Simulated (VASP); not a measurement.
Here is a VASP 6.6.1 calculation.

Contents of POSCAR:

```
YCo2
1.0
    0.0000000000      3.6392857788      3.6392857788
    3.6392857788      0.0000000000      3.6392857788
    3.6392857788      3.6392857788      0.0000000000
Y Co
2 4
Direct
    0.0000000000      0.0000000000      0.0000000000
    0.2500000000      0.2500000000      0.2500000000
    0.6250000000      0.6250000000      0.6250000000
    0.1250000000      0.6250000000      0.6250000000
    0.6250000000      0.6250000000      0.1250000000
    0.6250000000      0.1250000000      0.6250000000
```

File INCAR.step1:

```
SYSTEM = YCo2
ALGO = Normal
EDIFF = 1E-4
ENCUT = 520
GGA = PE
ISMEAR = -1
ISPIN = 2
LASPH = .TRUE.
LCHARG = .FALSE.
LMAXMIX = 4
LREAL = .FALSE.
LWAVE = .TRUE.
MAGMOM = 0 0 1.8 1.8 1.8 1.8
NBANDS = 42
NELM = 150
PREC = Accurate
SIGMA = 0.1
```

INCAR.step2

```
SYSTEM = YCo2
ALGO = Normal
EDIFF = 1E-7
ENCUT = 520
ISIF = 2
ISMEAR = -1
ISPIN = 2
ISTART = 1
LASPH = .TRUE.
LCHARG = .FALSE.
LMAXMIX = 4
LMIXTAU = .TRUE.
LORBIT = 11
LREAL = .FALSE.
LWAVE = .FALSE.
MAGMOM = 0 0 1.8 1.8 1.8 1.8
METAGGA = R2SCAN
NBANDS = 42
NELM = 150
PREC = Accurate
SIGMA = 0.1
```

File KPOINTS:

```
k-points
0
G
  7 7 7
  0 0 0
```

Potentials or basis: VASP PAW PBE potentials, release 64 (Y_sv, Co).

Launch:

```console
$ cat potpaw_PBE.64/Y_sv/POTCAR potpaw_PBE.64/Co/POTCAR > POTCAR
$ cp INCAR.step1 INCAR
$ mpirun -np 1 vasp_std > vasp.out
$ cp INCAR.step2 INCAR
$ mpirun -np 1 vasp_std > vasp.out
```

**Question.** Predict the net moment.

**Answer.** 4.27 μB per cell.

**Question.** What does it give for the pressure?

**Answer.** -4.3 GPa.

Caveat: the cell stands under tension; the PAW data sets were made with another functional, which shifts forces and pressure a little.
